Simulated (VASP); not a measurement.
Input of a VASP 6.6.1 run:

File INCAR:

```
SYSTEM = BN
  PREC = Accurate
  ENCUT = 520
  EDIFF = 1E-6
  ISMEAR = -1
  SIGMA = 0.02
  LREAL = .FALSE.
  LASPH = .TRUE.
  NELM = 100
  ALGO = Normal
  ISIF = 2
  LWAVE = .FALSE.
  LCHARG = .FALSE.
  GGA = PE
  IBRION = 2
  NSW = 80
  EDIFFG = -0.02
```

Contents of KPOINTS:

```
regular mesh
0
G
  13 13 5
  0 0 0
```

Contents of POSCAR:

```
BN
1.0
    2.5400000000      0.0000000000      0.0000000000
   -1.2700000000      2.1997045256      0.0000000000
    0.0000000000      0.0000000000      6.4660400000
B N
2 2
Direct
    0.3333333333      0.6666666667      0.2500000000
    0.6666666667      0.3333333333      0.7500000000
    0.3333333333      0.6666666667      0.7500000000
    0.6666666667      0.3333333333      0.2500000000
```

Potentials or basis: VASP PAW PBE potentials, release 64 (B, N).

Command:

```sh
$ cat potpaw_PBE.64/B/POTCAR potpaw_PBE.64/N/POTCAR > POTCAR
$ mpirun -np 1 vasp_std > vasp.out
```

Task: What does it give for the band gap on the k mesh?

Result: 4.18 eV (least direct gap 4.50 eV).

Stress tensor (GPa, compression positive):
```
-11.17   0.00   0.00
  0.00 -11.17   0.00
  0.00   0.00   3.69
```

Caveat: the cell differs from its parent crystal (z stretched by -2 %); the relaxation stopped at its first step, so nothing moved; an odd mesh through Γ misses points on the zone boundary, where band edges can lie; this functional lacks dispersion, which binds the layers, so the pressure and a relaxed spacing across them are unreliable.
